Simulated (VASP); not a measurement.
Here is a VASP 6.6.1 calculation.

Contents of INCAR:

```
SYSTEM = Ti
  PREC = Accurate
  ENCUT = 520
  EDIFF = 1E-6
  ISMEAR = 0
  SIGMA = 0.15
  LREAL = .FALSE.
  LASPH = .TRUE.
  NELM = 100
  ALGO = Normal
  ISIF = 2
  LWAVE = .FALSE.
  LCHARG = .FALSE.
  GGA = PS
  NBANDS = 12
```

The input KPOINTS:

```
Automatic mesh
0
G
  20 20 20
  0 0 0
```

File POSCAR:

```
Ti
1.0
   -1.6327950000      1.6410000000      1.6410000000
    1.6327950000     -1.6410000000      1.6410000000
    1.6327950000      1.6410000000     -1.6410000000
Ti
1
Direct
    0.0000000000      0.0000000000      0.0000000000
```

Potentials or basis: VASP PAW PBE potentials, release 64 (Ti_sv).

Run with:

```sh
$ cat potpaw_PBE.64/Ti_sv/POTCAR > POTCAR
$ mpirun -np 1 vasp_std > vasp.out
```

(1) Estimate the pressure.

(2) Predict the band gap on the k mesh.

Answers

(1) -6.4 GPa.

(2) zero (bands 6 and 7 overlap by 1.61 eV).

Caveat: the cell differs from its parent crystal (strain -0.0050 x Voigt [1, 0, 0, 0, 0, 0]); the cell stands under tension; the PAW data sets were made with another functional, which shifts forces and pressure a little.
